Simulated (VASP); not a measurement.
# AlGaN2 (P-4m2) in VASP: further runs

AlGaN2 is run at these levels: LDA; tasks: single point.

All numbers are computed with VASP 6.6.1; they aren't measurements. Logs are shortened: lines on timing, memory, paths and dates and some standing lists are left out, and cuts for length are marked.

## 1. The cell of the first run

It takes space group P-4m2 (No. 115, tetragonal). The conventional cell has a = 3.310 Å, b = 3.310 Å, c = 3.883 Å, α = 90.00°, β = 90.00°, γ = 90.00°. Within 2.5 Å of Al (site symmetry -4m2) lie 4 N at 1.89 Å. Within 2.6 Å of Ga (site symmetry -4m2) lie 4 N at 1.95 Å. N (site symmetry 2mm) has 2 Al at 1.89 Å and 2 Ga at 1.95 Å within 2.5 Å.

## 2. Single point, LDA (volume 10.636 Å^3 an atom, c/a of the conventional cell 1.1731)

File INCAR:

```
ALGO = Normal
EDIFF = 1E-6
ENCUT = 520
GGA = CA
ISIF = 2
ISMEAR = 0
LASPH = True
LCHARG = False
LREAL = False
LWAVE = False
NBANDS = 21
NELM = 60
PREC = Accurate
SIGMA = 0.05
```

File KPOINTS:

```
k-points
0
Gamma
  8 8 6
```

File POSCAR:

```
AlGaN2
1.0
    3.3100532127      0.0000000000      0.0000000000
    0.0000000000      3.3100532127      0.0000000000
    0.0000000000      0.0000000000      3.8830234239
Al Ga N
1 1 2
Direct
    0.5000000000      0.5000000000      0.5000000000
    0.0000000000      0.0000000000      0.0000000000
    0.5000000000      0.0000000000      0.7363916535
    0.0000000000      0.5000000000      0.2636083465
```

Potentials or basis: VASP PAW LDA potentials, release 64 (Al, Ga_d, N).

Command:

```bash
$ cat potpaw_LDA.64/Al/POTCAR potpaw_LDA.64/Ga_d/POTCAR potpaw_LDA.64/N/POTCAR > POTCAR
$ mpirun -np 1 vasp_std > vasp.out
```

OUTCAR:

```text
EDIFF = 1E-6
   ENCUT = 520
   GGA = CA
   ISIF = 2
   ISMEAR = 0
   LASPH = True
   LREAL = False
   NELM = 60
   PREC = Accurate

 ion  position               nearest neighbor table
   1  0.500  0.500  0.500-   3 1.89   4 1.89   3 1.89   4 1.89   2 3.04   2 3.04   2 3.04   2 3.04
                             2 3.04   2 3.04   2 3.04   2 3.04
   2  0.000  0.000  0.000-   3 1.95   4 1.95   4 1.95   3 1.95   1 3.04   1 3.04   1 3.04   1 3.04
                             1 3.04   1 3.04   1 3.04   1 3.04
   3  0.500  0.000  0.736-   1 1.89   1 1.89   2 1.95   2 1.95
   4  0.000  0.500  0.264-   1 1.89   1 1.89   2 1.95   2 1.95

  LATTYP: Found a simple tetragonal cell.
 ALAT       =     3.3100532127
 C/A-ratio  =     1.1731000000

  Lattice vectors:

 A1 = (   3.3100532127,   0.0000000000,   0.0000000000)
 A2 = (   0.0000000000,   3.3100532127,   0.0000000000)
 A3 = (   0.0000000000,   0.0000000000,   3.8830234239)

Analysis of symmetry for initial positions (statically):
=====================================================================
 Subroutine PRICEL returns:
 Original cell was already a primitive cell.

 Routine SETGRP: Setting up the symmetry group for a
 simple tetragonal supercell.

 Subroutine GETGRP returns: Found  8 space group operations
 (whereof  8 operations were pure point group operations)
 out of a pool of 16 trial point group operations.

The static configuration has the point symmetry D_2d.

Analysis of symmetry for dynamics (positions and initial velocities):
=====================================================================
 Subroutine PRICEL returns:
 Original cell was already a primitive cell.

 Routine SETGRP: Setting up the symmetry group for a
 simple tetragonal supercell.

 Subroutine GETGRP returns: Found  8 space group operations
 (whereof  8 operations were pure point group operations)
 out of a pool of 16 trial point group operations.

The dynamic configuration has the point symmetry D_2d.

 Subroutine INISYM returns: Found  8 space group operations
 (whereof  8 operations are pure point group operations),
 and found     1 'primitive' translations

----------------------------------------------------------------------------------------

                                     Primitive cell

  volume of cell :      42.5442

  direct lattice vectors                    reciprocal lattice vectors
     3.310053213  0.000000000  0.000000000     0.302109947  0.000000000  0.000000000
     0.000000000  3.310053213  0.000000000     0.000000000  0.302109947  0.000000000
     0.000000000  0.000000000  3.883023424     0.000000000  0.000000000  0.257531282

  length of vectors
     3.310053213  3.310053213  3.883023424     0.302109947  0.302109947  0.257531282

  position of ions in fractional coordinates (direct lattice)
     0.500000000  0.500000000  0.500000000
     0.000000000  0.000000000  0.000000000
     0.500000000  0.000000000  0.736391654
     0.000000000  0.500000000  0.263608346

  ion indices of the primitive-cell ions
   primitive index   ion index
                 1           1
                 2           2
                 3           3
                 4           4

----------------------------------------------------------------------------------------

 KPOINTS: k-points

Automatic generation of k-mesh.
 Grid dimensions read from file:
 generate k-points for:    8    8    6

 Generating k-lattice:

  Cartesian coordinates                     Fractional coordinates (reciprocal lattice)
     0.037763743  0.000000000  0.000000000     0.125000000  0.000000000  0.000000000
     0.000000000  0.037763743  0.000000000     0.000000000  0.125000000  0.000000000
     0.000000000  0.000000000  0.042921880     0.000000000  0.000000000  0.166666667

  Length of vectors
     0.037763743  0.037763743  0.042921880

  Shift w.r.t. Gamma in fractional coordinates (k-lattice)
     0.000000000  0.000000000  0.000000000

 Subroutine IBZKPT returns following result:
 ===========================================

 Found     60 irreducible k-points:

 Following reciprocal coordinates:
            Coordinates               Weight
  0.000000  0.000000  0.000000      1.000000
  0.125000  0.000000  0.000000      4.000000
  0.250000  0.000000  0.000000      4.000000
  0.375000  0.000000  0.000000      4.000000
  0.500000  0.000000  0.000000      2.000000
  0.125000  0.125000  0.000000      4.000000
[... 16 lines left out ...]
  0.375000  0.125000  0.166667     16.000000
  0.500000  0.125000  0.166667      8.000000
 [... further k-points ...]
   k-points           NKPTS =     60   k-points in BZ     NKDIM =     60   number of bands    NBANDS=     21
   number of dos      NEDOS =    301   number of ions     NIONS =      4
   total plane-waves  NPLWV =  23520
   dimension x,y,z NGX =    28 NGY =   28 NGZ =   30
   dimension x,y,z NGXF=    56 NGYF=   56 NGZF=   60
   ions per type =               1   1   2
   NGX,Y,Z   is equivalent  to a cutoff of  14.06, 14.06, 12.84 a.u.
   NGXF,Y,Z  is equivalent  to a cutoff of  28.13, 28.13, 25.69 a.u.
 SYSTEM =  unknown system
   PREC   = accura    normal or accurate (medium, high low for compatibility)
   ISTART =      0    job   : 0-new  1-cont  2-samecut
   ICHARG =      2    charge: 1-file 2-atom 10-const
   ISPIN  =      1    spin polarized calculation?
   LNONCOLLINEAR =      F non collinear calculations
   LSORBIT =      F    spin-orbit coupling
   LASPH  =      T    aspherical Exc in radial PAW
   ENCUT  =  520.0 eV  38.22 Ry    6.18 a.u.   6.15  6.15  7.22*2*pi/ulx,y,z
   NELM   =     60;   NELMIN=  2; NELMDL= -5     # of ELM steps
   EDIFF  = 0.1E-05   stopping-criterion for ELM
   LREAL  =      F    real-space projection
   EDIFFG = 0.1E-04   stopping-criterion for IOM
   NSW    =      0    number of steps for IOM
   IBRION =     -1    ionic relax: 0-MD 1-quasi-New 2-CG
   NFREE  =      0    steps in history (QN), initial steepest desc. (CG)
   ISIF   =      2    stress and relaxation
   ISYM   =      2    0-nonsym 1-usesym 2-fastsym
   POTIM  = 0.5000    time-step for ionic-motion
   TEBEG  =    0.0;   TEEND  =   0.0 temperature during run
   PSTRESS=    0.0 pullay stress
   NELECT =      26.0000    total number of electrons
   NUPDOWN=      -1.0000    fix difference up-down
   EMIN   =  10.00;   EMAX   =-10.00  energy-range for DOS
   EFERMI =   0.00;   METHOD = LEGACY
   ISMEAR =     0;   SIGMA  =   0.05  broadening in eV -4-tet -1-fermi 0-gaus
   EFERMI_NEDOS =   21; number of points for ismear=-14 and -15
   IALGO  =     38    algorithm
   IMIX   =      4    mixing-type and parameters
     AMIX     =   0.40;   BMIX     =  1.00
     AMIX_MAG =   1.60;   BMIX_MAG =  1.00
  volume/ion in A,a.u.               =      10.64        71.78
  Fermi-wavevector in a.u.,A,eV,Ry     =   1.389268  2.625335 26.260128  1.930065
  Thomas-Fermi vector in A             =   2.513315
   LORBIT       =      0    0 simple, 1 ext, 2 COOP (PROOUT), +10 PAW based schemes
   GGA     = CA    functional components
   LHFCALC =     F    Hartree Fock is set to
   AEXX    =    0.0000 exact exchange contribution
   IVDW    =     0    specifies the selected vdW correction
   LEPSILON=     F    determine dielectric tensor
   LRPA    =     F    only Hartree local field effects (RPA)
 non-spin polarized calculation
 Gauss-broadening in eV      SIGMA  =   0.05
  energy-cutoff  :      520.00
  volume of cell :       42.54
 maximum number of plane-waves:      1168
 NGX is ok and might be reduce to    28
   NGX = 13   NGY = 13   NGZ = 15

 number of electron      25.9999996 magnetization

 Free energy of the ion-electron system (eV)
  ---------------------------------------------------
  ext. energy  EPLUGINS =         0.00000000
  ---------------------------------------------------
  free energy    TOTEN  =       -30.03642806 eV

  energy without entropy =      -30.03642806  energy(sigma->0) =      -30.03642806

 E-fermi :   6.1353     XC(G=0): -11.8750

 val. band max:        5.8458260067   @ k =   0.0000   0.0000   0.0000
 cond. band min:       8.6546863891   @ k =   0.0000   0.0000   0.0000
 fundamental gap:      2.8088603824
 Fermi energy:         6.1353019256

 k-point     1 :       0.0000    0.0000    0.0000
  band No.  band energies     occupation
      1      -9.8266      2.00000
      2      -8.3762      2.00000
      3      -7.4888      2.00000
      4      -7.4888      2.00000
      5      -7.4504      2.00000
      6      -7.2458      2.00000
[... 13 lines left out ...]
     20      19.7592      0.00000
     21      19.7597      0.00000

 k-point     2 :       0.1250    0.0000    0.0000
  band No.  band energies     occupation
      1      -9.6985      2.00000
      2      -8.3738      2.00000
      3      -7.4870      2.00000
      4      -7.4788      2.00000
      5      -7.4400      2.00000
      6      -7.2556      2.00000
[... 13 lines left out ...]
     20      19.2059      0.00000
     21      19.3836      0.00000

 k-point     3 :       0.2500    0.0000    0.0000
  band No.  band energies     occupation
      1      -9.3517      2.00000
      2      -8.3818      2.00000
      3      -7.4825      2.00000
      4      -7.4355      2.00000
      5      -7.3883      2.00000
      6      -7.2790      2.00000
[... 13 lines left out ...]
     20      18.3049      0.00000
     21      18.8501      0.00000
[... 457 lines left out ...]
 k-point    23 :       0.3750    0.1250    0.1667
  band No.  band energies     occupation
      1      -8.7906      2.00000
      2      -8.4149      2.00000
      3      -7.4823      2.00000
      4      -7.3750      2.00000
      5      -7.3213      2.00000
      6      -7.0425      2.00000
[... 13 lines left out ...]
     20      18.5853      0.00000
     21      18.8360      0.00000

 k-point    24 :       0.5000    0.1250    0.1667
  band No.  band energies     occupation
      1      -8.5669      2.00000
      2      -8.5140      2.00000
      3      -7.4784      2.00000
      4      -7.3661      2.00000
      5      -7.3302      2.00000
      6      -6.6260      2.00000
[... 13 lines left out ...]
     20      18.4859      0.00000
     21      18.5374      0.00000

 [... further k-points ...]

------------------------ aborting loop because EDIFF is reached ----------------------------------------

  FORCE on cell =-STRESS in cart. coord.  units (eV):
  Direction    XX          YY          ZZ          XY          YZ          ZX
  --------------------------------------------------------------------------------------
  -------------------------------------------------------------------------------------
  Total       -1.9356861     -1.9356861      2.0900146      0.0000000      0.0000000      0.0000000
  in kB      -72.8963119    -72.8963119     78.7081926      0.0000000      0.0000000      0.0000000
  external PRESSURE =     -22.3614770 kB  Pullay stress =       0.0000000 kB

 VOLUME and BASIS-vectors are now :
 -----------------------------------------------------------------------------
  energy-cutoff  :      520.00
  volume of cell :       42.54
      direct lattice vectors                 reciprocal lattice vectors
     3.310053213  0.000000000  0.000000000     0.302109947  0.000000000  0.000000000
     0.000000000  3.310053213  0.000000000     0.000000000  0.302109947  0.000000000
     0.000000000  0.000000000  3.883023424     0.000000000  0.000000000  0.257531282

 POSITION                                       TOTAL-FORCE (eV/Angst)
 -----------------------------------------------------------------------------------
      1.65503      1.65503      1.94151         0.000000      0.000000     -0.000000
      0.00000      0.00000      0.00000         0.000000     -0.000000     -0.000000
      1.65503      0.00000      2.85943         0.000000     -0.000000     -0.025013
      0.00000      1.65503      1.02360        -0.000000     -0.000000      0.025013
 -----------------------------------------------------------------------------------
    total drift:                               -0.000000     -0.000000      0.000000

  FREE ENERGIE OF THE ION-ELECTRON SYSTEM (eV)
  ---------------------------------------------------
  free  energy   TOTEN  =       -30.0364280626 eV

  energy  without entropy=      -30.0364280626  energy(sigma->0) =      -30.03642806
```

Run time: 37 s. Hardware: 1 thread of Intel Xeon 6975P-C, shared host; peak memory 0.18 GiB.

What came out:

```
Free energy            : -30.0364 eV
Pressure               : -2.2 GPa
Largest force          : 0.025 eV/Å
Band gap on the k mesh : 2.81 eV, direct
```

Forces on the atoms (eV/Å):
```
Al   0.000  0.000  0.000
Ga   0.000  0.000  0.000
N    0.000  0.000 -0.025
N    0.000  0.000  0.025
```

Levels at points of the mesh, in eV from the valence-band top:
```
           k point  band 10  band 11  band 12  band 13  band 14  band 15  band 16  band 17
(0.00, 0.00, 0.00)    -3.44    -0.31    -0.31     0.00     2.81     3.07     5.41    11.21
(0.50, 0.00, 0.00)    -2.39    -2.19    -1.81    -1.65     6.35     6.50     7.09     7.47
(0.50, 0.50, 0.00)    -1.88    -1.88    -1.88    -1.78     3.65     3.65     7.39     9.17
(0.00, 0.00, 0.50)    -2.27    -2.27    -1.72    -1.72     5.63     6.02     6.80     7.85
(0.50, 0.00, 0.50)    -1.72    -1.34    -0.63    -0.12     4.54     5.70     8.71     9.26
(0.50, 0.50, 0.50)    -4.34    -3.59    -3.59    -3.54     7.37     7.37     8.67     9.48
```

 A k mesh can miss the band edges.

(Part 1 of 2 ends here.)
